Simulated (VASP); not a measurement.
# TePb (Fm-3m) in VASP: notebook, part 2 of 2

VASP 6.6.1.

### Step 3. Single point, PBE

This run uses another cell than the first one, of 35.42 Å³/atom, 1.024 times its volume.

INCAR reads:

```
ALGO     = Normal         # electronic algorithm
EDIFF    = 1E-6           # SCF threshold, eV
ENCUT    = 520            # plane-wave cutoff, eV
GGA      = PE             # functional
ISIF     = 2              # what is computed and relaxed
ISMEAR   = 0              # smearing method
LASPH    = T              # aspherical terms in the spheres
LCHARG   = T              # write CHGCAR
LELF     = T              # ELF
LREAL    = F              # projectors in reciprocal space
LVHAR    = T            
LWAVE    = F              # write WAVECAR
NBANDS   = 17             # bands
NELM     = 100            # most SCF steps
PREC     = Accurate       # precision mode
SIGMA    = 0.01           # smearing width, eV
```

KPOINTS reads:

```
k-points
0
Gamma
  5 5 5
```

POSCAR reads:

```
TePb
1.0
    0.0000000000      3.2839766289      3.2839766289
    3.2839766289      0.0000000000      3.2839766289
    3.2839766289      3.2839766289      0.0000000000
Te Pb
1 1
Direct
    0.5000000000      0.5000000000      0.5000000000
    0.0000000000      0.0000000000      0.0000000000
```

Potentials or basis: VASP PAW PBE potentials, release 64 (Te, Pb_d).

The run is started by

```sh
$ cat potpaw_PBE.64/Te/POTCAR potpaw_PBE.64/Pb_d/POTCAR > POTCAR
$ mpirun -np 1 vasp_std > vasp.out
```

OUTCAR:

```text
EDIFF = 1E-6
   ENCUT = 520
   GGA = PE
   ISIF = 2
   ISMEAR = 0
   LASPH = T
   LREAL = F
   NELM = 100
   PREC = Accurate

 ion  position               nearest neighbor table
   1  0.500  0.500  0.500-   2 3.28   2 3.28   2 3.28   2 3.28   2 3.28   2 3.28
   2  0.000  0.000  0.000-   1 3.28   1 3.28   1 3.28   1 3.28   1 3.28   1 3.28

  LATTYP: Found a face centered cubic cell.
 ALAT       =     6.5679532578

  Lattice vectors:

 A1 = (   0.0000000000,   3.2839766289,   3.2839766289)
 A2 = (   3.2839766289,   0.0000000000,   3.2839766289)
 A3 = (   3.2839766289,   3.2839766289,   0.0000000000)

Analysis of symmetry for initial positions (statically):
=====================================================================
 Subroutine PRICEL returns:
 Original cell was already a primitive cell.

 Routine SETGRP: Setting up the symmetry group for a
 face centered cubic supercell.

 Subroutine GETGRP returns: Found 48 space group operations
 (whereof 48 operations were pure point group operations)
 out of a pool of 48 trial point group operations.

The static configuration has the point symmetry O_h .

Analysis of symmetry for dynamics (positions and initial velocities):
=====================================================================
 Subroutine PRICEL returns:
 Original cell was already a primitive cell.

 Routine SETGRP: Setting up the symmetry group for a
 face centered cubic supercell.

 Subroutine GETGRP returns: Found 48 space group operations
 (whereof 48 operations were pure point group operations)
 out of a pool of 48 trial point group operations.

The dynamic configuration has the point symmetry O_h .

 Subroutine INISYM returns: Found 48 space group operations
 (whereof 48 operations are pure point group operations),
[... 93 lines left out ...]
   NUPDOWN=      -1.0000    fix difference up-down
   EMIN   =  10.00;   EMAX   =-10.00  energy-range for DOS
   EFERMI =   0.00;   METHOD = LEGACY
   ISMEAR =     0;   SIGMA  =   0.01  broadening in eV -4-tet -1-fermi 0-gaus
   EFERMI_NEDOS =   21; number of points for ismear=-14 and -15
   IALGO  =     38    algorithm
   IMIX   =      4    mixing-type and parameters
     AMIX     =   0.40;   BMIX     =  1.00
     AMIX_MAG =   1.60;   BMIX_MAG =  1.00
  volume/ion in A,a.u.               =      35.42       239.00
  Fermi-wavevector in a.u.,A,eV,Ry     =   1.074009  2.029584 15.694270  1.153496
  Thomas-Fermi vector in A             =   2.209825
   LORBIT       =      0    0 simple, 1 ext, 2 COOP (PROOUT), +10 PAW based schemes
   GGA     = PE    functional components
   LHFCALC =     F    Hartree Fock is set to
   AEXX    =    0.0000 exact exchange contribution
   IVDW    =     0    specifies the selected vdW correction
   LEPSILON=     F    determine dielectric tensor
   LRPA    =     F    only Hartree local field effects (RPA)
 non-spin polarized calculation
 Gauss-broadening in eV      SIGMA  =   0.01
  energy-cutoff  :      520.00
  volume of cell :       70.83
 maximum number of plane-waves:      1924
   NGX = 17   NGY = 17   NGZ = 17

 number of electron      19.9999999 magnetization

 Free energy of the ion-electron system (eV)
  ---------------------------------------------------
  ext. energy  EPLUGINS =         0.00000000
  ---------------------------------------------------
  free energy    TOTEN  =        -7.52440637 eV

  energy without entropy =       -7.52440637  energy(sigma->0) =       -7.52440637

 E-fermi :   4.9358     XC(G=0):  -9.0831

 val. band max:        4.8815623019   @ k =  -0.2000   0.2000   0.0000
 cond. band min:       6.1184412063   @ k =   0.4000   0.0000   0.0000
 fundamental gap:      1.2368789044
 Fermi energy:         4.9358098017

 k-point     1 :       0.0000    0.0000    0.0000
  band No.  band energies     occupation
      1     -11.6419      2.00000
      2     -11.6419      2.00000
      3     -11.6361      2.00000
      4     -11.6361      2.00000
      5     -11.6361      2.00000
      6      -6.6176      2.00000
[... 177 lines left out ...]
      4     -11.6250      2.00000
      5     -11.6173      2.00000
      6      -5.1031      2.00000
[... 9 lines left out ...]
     16      15.0114      0.00000
     17      15.1419      0.00000

------------------------ aborting loop because EDIFF is reached ----------------------------------------

  FORCE on cell =-STRESS in cart. coord.  units (eV):
  Direction    XX          YY          ZZ          XY          YZ          ZX
  --------------------------------------------------------------------------------------
  -------------------------------------------------------------------------------------
  Total       -0.0162602     -0.0162602     -0.0162602      0.0000000      0.0000000      0.0000000
  in kB       -0.3677958     -0.3677958     -0.3677958      0.0000000      0.0000000      0.0000000
  external PRESSURE =      -0.3677958 kB  Pullay stress =       0.0000000 kB

 VOLUME and BASIS-vectors are now :
 -----------------------------------------------------------------------------
  energy-cutoff  :      520.00
  volume of cell :       70.83
      direct lattice vectors                 reciprocal lattice vectors
     0.000000000  3.283976629  3.283976629    -0.152254433  0.152254433  0.152254433
     3.283976629  0.000000000  3.283976629     0.152254433 -0.152254433  0.152254433
     3.283976629  3.283976629  0.000000000     0.152254433  0.152254433 -0.152254433

 POSITION                                       TOTAL-FORCE (eV/Angst)
 -----------------------------------------------------------------------------------
      3.28398      3.28398      3.28398         0.000000      0.000000      0.000000
      0.00000      0.00000      0.00000        -0.000000      0.000000     -0.000000
 -----------------------------------------------------------------------------------
    total drift:                               -0.000000      0.000000      0.000000

  FREE ENERGIE OF THE ION-ELECTRON SYSTEM (eV)
  ---------------------------------------------------
  free  energy   TOTEN  =        -7.5244063653 eV

  energy  without entropy=       -7.5244063653  energy(sigma->0) =       -7.52440637
```

OSZICAR:

```text
N       E                     dE             d eps       ncg     rms          rms(c)
DAV:   1     0.153612655045E+03    0.15361E+03   -0.88242E+03   340   0.111E+03
DAV:   2     0.284755839942E+01   -0.15077E+03   -0.14666E+03   350   0.291E+02
DAV:   3    -0.734328690804E+01   -0.10191E+02   -0.10145E+02   433   0.825E+01
DAV:   4    -0.765458744302E+01   -0.31130E+00   -0.31113E+00   414   0.161E+01
DAV:   5    -0.766850850889E+01   -0.13921E-01   -0.13920E-01   444   0.336E+00    0.302E+00
DAV:   6    -0.752577885265E+01    0.14273E+00   -0.32127E-01   483   0.372E+00    0.186E+00
DAV:   7    -0.752230746357E+01    0.34714E-02   -0.94486E-02   398   0.144E+00    0.909E-01
DAV:   8    -0.752458174006E+01   -0.22743E-02   -0.11080E-02   400   0.103E+00    0.145E-01
DAV:   9    -0.752435867530E+01    0.22306E-03   -0.18703E-03   492   0.411E-01    0.650E-02
DAV:  10    -0.752439937735E+01   -0.40702E-04   -0.19578E-04   385   0.989E-02    0.223E-02
DAV:  11    -0.752440600932E+01   -0.66320E-05   -0.36187E-05   477   0.449E-02    0.124E-02
DAV:  12    -0.752440636527E+01   -0.35595E-06   -0.17959E-06   372   0.131E-02
   1 F= -.75244064E+01 E0= -.75244064E+01  d E =-.898083E-16
```

stdout:

```text
POSCAR found type information on POSCAR TePb
 POSCAR found :  2 types and       2 ions
 scaLAPACK will be used
 LDA part: xc-table for (Slater+PW92), standard interpolation
 POSCAR, INCAR and KPOINTS ok, starting setup
 FFT: planning ... GRIDC
 FFT: planning ... GRID_SOFT
 FFT: planning ... GRID
 WAVECAR not read
 entering main loop
```

Run time: 15 s. Hardware: 1 thread of AMD EPYC 7R13 (Zen 3), shared host; peak memory 0.18 GiB.

What came out:

```yaml
Free_energy: -7.5244 eV
Pressure: 0.0 GPa
```

Caveat: this odd mesh misses L, where the gap lies, so gap, dielectric constants and Born charges aren't listed; spin-orbit coupling is left out, which moves the levels of the heavy elements.
